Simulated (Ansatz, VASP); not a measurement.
# WSe2: VASP beside Ansatz

POSCAR

```
WSe2
1.0
    3.2997362295      0.0000000000      0.0000000000
   -1.6498681147      2.8576554006      0.0000000000
    0.0000000000      0.0000000000     13.1496873796
W Se
2 4
Direct
    0.6666666667      0.3333333333      0.2499833653
    0.3333333333      0.6666666667      0.7500166347
    0.3333333333      0.6666666667      0.3766383646
    0.6666666667      0.3333333333      0.8766715874
    0.3333333333      0.6666666667      0.1233284126
    0.6666666667      0.3333333333      0.6233616354
```

File INCAR.step1:

```
SYSTEM = WSe2
PREC = Accurate
ENCUT = 520
ISMEAR = 0
SIGMA = 0.01
LREAL = .FALSE.
LASPH = .TRUE.
NELM = 100
NBANDS = 35
GGA = PE
ALGO = Normal
EDIFF = 1E-4
LWAVE = .TRUE.
LCHARG = .FALSE.
```

The input INCAR.step2:

```
SYSTEM = WSe2
PREC = Accurate
ENCUT = 520
EDIFF = 1E-7
ISMEAR = 0
SIGMA = 0.01
LREAL = .FALSE.
LASPH = .TRUE.
NELM = 100
ALGO = Normal
ISIF = 2
LWAVE = .FALSE.
LCHARG = .FALSE.
METAGGA = R2SCAN
LMIXTAU = .TRUE.
NBANDS = 35
ISTART = 1
```

Contents of KPOINTS:

```
regular mesh
0
G
  12 12 2
  0 0 0
```

Input for Ansatz:

```yaml
crystal:
  lattice:
    - [3.2997362295, 0.0, 0.0]
    - [-1.6498681147, 2.8576554006, 0.0]
    - [0.0, 0.0, 13.1496873796]
  atoms:
    - { symbol: W, position: [0.6666666667, 0.3333333333, 0.2499833653] }
    - { symbol: W, position: [0.3333333333, 0.6666666667, 0.7500166347] }
    - { symbol: Se, position: [0.3333333333, 0.6666666667, 0.3766383646] }
    - { symbol: Se, position: [0.6666666667, 0.3333333333, 0.8766715874] }
    - { symbol: Se, position: [0.3333333333, 0.6666666667, 0.1233284126] }
    - { symbol: Se, position: [0.6666666667, 0.3333333333, 0.6233616354] }
kpoints:
  mp_grid: { grid: [12, 12, 2] }
  band_path:
    path:
      - [0.0, 0.0, 0.0]
      - [0.5, 0.0, 0.0]
      - [0.3333333333, 0.3333333333, 0.0]
      - [0.0, 0.0, 0.5]
      - [0.5, 0.0, 0.5]
      - [0.3333333333, 0.3333333333, 0.5]
      - [0.179687, 0.179688, 0.0]
    npoints: 1
hamiltonian:
  xc: r2scan
scf:
  occupations: { method: fixed }
  n_extra_bands: 5
output:
  forces: true
  stress: true
  eigenvalues: true
```

Alike in both runs: task single point; functional r2SCAN; k mesh 12 × 12 × 2; no spin polarisation.

|  | VASP | Ansatz |
| --- | --- | --- |
| version | VASP 6.6.1 | Ansatz 0.2.0 |
| potentials or method | VASP PAW PBE potentials, release 64 (W_sv, Se) | plane waves, PAW |
| plane-wave cutoff (eV) | 520 | 500 |
| occupations | gaussian, width 0.01 eV | fixed |
| valence electrons in the cell | 52 | 92 |

Ansatz gave:

- gap on the k mesh at the Fermi level (eV): 1.17
- pressure (GPa): 1.3
- traceless stress, the component that is largest in VASP (GPa): -0.11
- rms of the force components (eV/Å): 0.018

**Question.** What did VASP give for the same quantities?

**Answer.** gap on the k mesh at the Fermi level (eV): 1.16; pressure (GPa): 1.6; traceless stress, the component that is largest in VASP (GPa): -0.07; rms of the force components (eV/Å): 0.003.

VASP's potentials were made for PBE, not for r2SCAN. Atom by atom the forces differ by 0.021 eV/Å (rms over components). VASP's potentials hold 52 valence electrons a cell and Ansatz's 92, so a difference there can come from the potentials and not from the codes.

Neither program's run includes spin-orbit coupling.
